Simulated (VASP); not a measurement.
Crystal: Pb.

```
Pb
1.0
     0.00000    2.47502    2.47502
     2.47502    0.00000    2.47502
     2.47502    2.47502    0.00000
Pb
1
Cartesian
  0.0000 0.0000 0.0000
```

```yaml
Program: VASP 6.6.1
Task: relaxation of cell and atoms
Functional: PBE
Potentials_or_basis: VASP PAW PBE potentials, release 64 (Pb_d)
Cutoff: 600 eV
k_mesh: 14 × 14 × 14
Occupations: gaussian, width 0.1 eV
Spin: no spin polarisation
```

At the start: pressure 2.5 GPa; volume 30.32 Å³/atom.

**Question.** How do energy, volume and symmetry change on relaxing?

**Answer.** Over 3 steps the energy falls by 12.2 meV/atom and the volume is 32.00 Å³/atom (+5.5 %); space group Fm-3m (No. 225, to 0.05 Å).

The path:
```
step  energy change (eV)  largest force (eV/Å)  pressure (GPa)  volume (Å³)
   1              0.0000                0.0000            2.49        30.32
   2             -0.0115                0.0000           -0.47        32.44
   3             -0.0122                0.0000            0.00        32.00
```

Final structure:
```yaml
crystal:
  lattice:
    - [0.00000, 2.51993, 2.51993]
    - [2.51993, 0.00000, 2.51993]
    - [2.51993, 2.51993, 0.00000]
  atoms:
    - { symbol: Pb, position: [0.00000, 0.00000, 0.00000] }
```
